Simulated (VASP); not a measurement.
Input of a VASP 6.6.1 run:

The input INCAR:

```
SYSTEM = InP
ALGO = Normal ; EDIFF = 1E-6
ENCUT = 520 ; GGA = PE
ISIF = 2 ; ISMEAR = 0
LASPH = .True. ; LCHARG = .False.
LREAL = .False. ; LWAVE = .False.
NBANDS = 16 ; NELM = 60
PREC = Accurate ; SIGMA = 0.05
```

KPOINTS

```
k-points
0
Gamma
  14 14 14
  0 0 0
```

The input POSCAR:

```
InP
1.0
    0.0000000000      2.8115365646      2.8115365646
    2.8115365646      0.0000000000      2.8115365646
    2.8115365646      2.8115365646      0.0000000000
In P
1 1
Direct
    0.0000000000      0.0000000000      0.0000000000
    0.2500000000      0.2500000000      0.2500000000
```

Potentials or basis: VASP PAW PBE potentials, release 64 (In_d, P).

The run is started by

```bash
$ cat potpaw_PBE.64/In_d/POTCAR potpaw_PBE.64/P/POTCAR > POTCAR
$ mpirun -np 1 vasp_std > vasp.out
```

Question: Predict the band gap on the k mesh.

Answer: 1.38 eV.

Question: Predict the pressure.

Answer: 15.4 GPa.

Caveat: the cell stands under pressure; spin-orbit coupling is left out, which moves the levels of the heavy elements. A k mesh can miss the band edges.
